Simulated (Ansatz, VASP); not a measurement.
ZnCd2Se2S: VASP beside Ansatz

```
CELL_PARAMETERS angstrom
5.22254 0.00000 0.00000
0.00000 5.22254 0.00000
0.00000 0.00000 5.53266
ATOMIC_POSITIONS crystal
Zn 0.00000 0.00000 0.50000
Cd 0.00000 0.50000 0.00000
Cd 0.50000 0.00000 0.00000
Se 0.50000 0.50000 0.26383
Se 0.50000 0.50000 0.73617
S 0.00000 0.00000 0.00000
```

Change from the starting cell: species swapped into the PrSi2Mo2C type (P4/mmm, No. 123).

Alike in both runs: functional PBE; k mesh 8 × 8 × 8; occupations gaussian, width 0.1 eV; no spin polarisation.

Ansatz relaxed the structure, and its values are those at the end. VASP's run is a single point on that final structure, the one shown.

```csv
,VASP,Ansatz
version,VASP 6.6.1,Ansatz 0.2.0
potentials or method,"VASP PAW PBE potentials, release 64 (Zn, Cd, Se, S), cutoff 520 eV","scalar-relativistic, plane waves, PAW"
valence electrons in the cell,54,90
```

|  | VASP | Ansatz | Ansatz less VASP |
| --- | --- | --- | --- |
| gap on the k mesh at the Fermi level (eV) | none | none | - |
| pressure (GPa) | 0.2 | 0.0 | -0.23 |
| rms of the force components (eV/Å) | 0.006 | 0.001 | -0.0054 |

A gap of «none» marks a metal or a gap that the smearing closes. VASP's potentials hold 54 valence electrons a cell and Ansatz's 90, so a difference there can come from the potentials and not from the codes.
